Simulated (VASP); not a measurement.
Mg: electric field gradients with PBE

Crystal: Mg.

```
Mg
1.0
    -1.46659    1.46659    1.46659
     1.46659   -1.46659    1.46659
     1.46659    1.46659   -1.46659
Mg
1
Cartesian
  0.0000 0.0000 0.0000
```

This isn't the form of Mg at room conditions, which is hcp.

```yaml
Program: VASP 6.6.1
Task: electric field gradients
Functional: PBE
Potentials_or_basis: VASP PAW PBE potentials, release 64 (Mg)
Cutoff: 520 eV
k_mesh: 19 × 19 × 19
Occupations: fermi-dirac, width 0.03 eV
Spin: no spin polarisation
Dipole_correction: no
Further_INCAR_settings: ALGO = Normal; EDIFF = 1e-08; NBANDS = 7
```

```yaml
Pressure: 68.3 GPa
Band_gap_on_the_k_mesh: zero (bands 1 and 2 overlap by 4.20 eV)
Largest_electric_field_gradient_by_atom: zero within the noise of the run
```

Levels at points of the mesh, in eV from the Fermi level:
```tsv
k point	band 1	band 2	band 3	band 4	band 5
(0.00, 0.00, 0.00)	-10.00	17.59	17.59	17.59	20.35
```

Wall time 22 s on 1 thread of Intel Xeon 8259CL, with other jobs on the host, peak memory 0.14 GiB.

Caveat: the cell stands under pressure.
